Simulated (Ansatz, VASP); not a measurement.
# CdP: VASP beside Ansatz

```
Cd P
1.0
     1.79521   -7.47437    0.00000
     1.79521    7.47437    0.00000
     0.00000    0.00000    3.18400
Cd P
2 2
Direct
  0.81920 0.18080 0.75000
  0.18080 0.81920 0.25000
  0.54926 0.45074 0.75000
  0.45074 0.54926 0.25000
```

Alike in both runs: functional PBE; k mesh 6 × 6 × 6; occupations gaussian, width 0.1 eV; no spin polarisation.

Ansatz relaxed the structure, and its values are those at the end. VASP's run is a single point on that final structure, the one shown.

|  | VASP | Ansatz |
| --- | --- | --- |
| version | VASP 6.6.1 | Ansatz 0.2.0 |
| potentials or method | VASP PAW PBE potentials, release 64 (Cd, P), cutoff 520 eV | scalar-relativistic, plane waves, PAW |
| valence electrons in the cell | 34 | 50 |

```tsv
	VASP	Ansatz	Ansatz less VASP
gap on the k mesh at the Fermi level (eV)	none	none	-
pressure (GPa)	0.1	0.0	-0.05
rms of the force components (eV/Å)	0.032	0.004	-0.0278
```

A gap of «none» marks a metal or a gap that the smearing closes. The functional is the same, so the differences come from potentials, cutoffs and numerics. VASP's potentials hold 34 valence electrons a cell and Ansatz's 50, so a difference there can come from the potentials and not from the codes.
